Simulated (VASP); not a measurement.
A run of VASP 6.6.1 is set up as follows.

File INCAR:

```
SYSTEM = ZnCu
  ALGO = Fast
  EDIFF = 1E-6
  ENCUT = 520
  GGA = PE
  ISIF = 2
  ISMEAR = 0
  LASPH = .True.
  LCHARG = .True.
  LELF = .True.
  LREAL = .False.
  LVHAR = .True.
  LWAVE = .False.
  NBANDS = 18
  NELM = 60
  PREC = Accurate
  SIGMA = 0.15
```

The input KPOINTS:

```
k-points
0
Gamma
  16 16 16
  0 0 0
```

POSCAR

```
ZnCu
1.0
    3.1343248033      0.9014226139      0.9014226139
    0.9014226139      3.1343248033      0.9014226139
    0.9014226139      0.9014226139      3.1343248033
Zn Cu
1 1
Direct
    0.5000000000      0.5000000000      0.5000000000
    0.0000000000      0.0000000000      0.0000000000
```

Potentials or basis: VASP PAW PBE potentials, release 64 (Zn, Cu).

Launch:

```bash
$ cat potpaw_PBE.64/Zn/POTCAR potpaw_PBE.64/Cu/POTCAR > POTCAR
$ mpirun -np 1 vasp_std > vasp.out
```

Question: What does it give for the pressure?

Answer: 28.9 GPa.

Stress tensor (GPa, compression positive):
```
28.93  3.10  3.10
 3.10 28.93  3.10
 3.10  3.10 28.93
```
